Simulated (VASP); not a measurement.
**Ga: single point with LDA**

The system is Ga.

```
CELL_PARAMETERS angstrom
2.20858 -3.74550 -0.24846
2.20858 3.74550 -0.24846
-0.49940 0.00000 3.93968
ATOMIC_POSITIONS crystal
Ga 0.15602 0.84398 0.08450
Ga 0.65602 0.34398 0.41550
Ga 0.84398 0.15602 0.91550
Ga 0.34398 0.65602 0.58450
```

This cell differs from its parent crystal: engineering shear strain xz -0.2250, normal strain along z -0.1125.

| Quantity | Value |
| --- | --- |
| Program | VASP 6.6.1 |
| Task | single point |
| Functional | LDA |
| Potentials or basis | VASP PAW LDA potentials, release 64 (Ga_d) |
| Cutoff | 520 eV |
| k mesh | 10 × 10 × 10 |
| Occupations | gaussian, width 0.15 eV |
| Spin | no spin polarisation |
| Dipole correction | no |
| Further INCAR settings | ALGO = Fast; EDIFF = 1e-06; NBANDS = 34 |

```
Pressure               : 18.1 GPa
Largest force          : 1.523 eV/Å
Band gap on the k mesh : zero (bands 26 and 27 overlap by 2.97 eV)
```

Forces in eV/Å, atoms in the order of the input:
```
Ga  -1.104  0.852 -0.613
Ga   1.104  0.852  0.613
Ga   1.104 -0.852  0.613
Ga  -1.104 -0.852 -0.613
```

Stress tensor (GPa, compression positive):
```
24.34  0.00 10.90
 0.00  9.88  0.00
10.90  0.00 20.02
```

Levels at points of the mesh, in eV from the Fermi level:
```tsv
k point	band 24	band 25	band 26	band 27	band 28	band 29
(0.00, 0.00, 0.00)	-2.99	-2.36	-1.90	-0.04	0.51	0.76
(0.50, 0.00, 0.00)	-3.94	-2.24	0.11	1.14	4.12	4.26
(0.50, 0.50, 0.00)	-4.31	-1.04	-0.23	1.25	1.75	2.45
(0.00, 0.00, 0.50)	-2.43	-0.70	-0.70	1.65	1.65	1.72
(0.50, 0.00, 0.50)	-6.30	-3.07	-1.36	-0.62	1.14	5.47
(0.50, 0.50, 0.50)	-6.26	-3.10	-3.10	0.44	0.44	7.01
```

Wall time 14 min on 1 thread of Oxide Virtual Turin-like Processor (shared host), peak memory 0.45 GiB.

Caveat: the cell differs from its parent crystal (engineering shear strain xz -0.2250, normal strain along z -0.1125); the stress differs along the axes, from 10 to 24 GPa; forces of over 1 eV/Å act on the atoms, so gaps and moduli don't describe the material at rest.
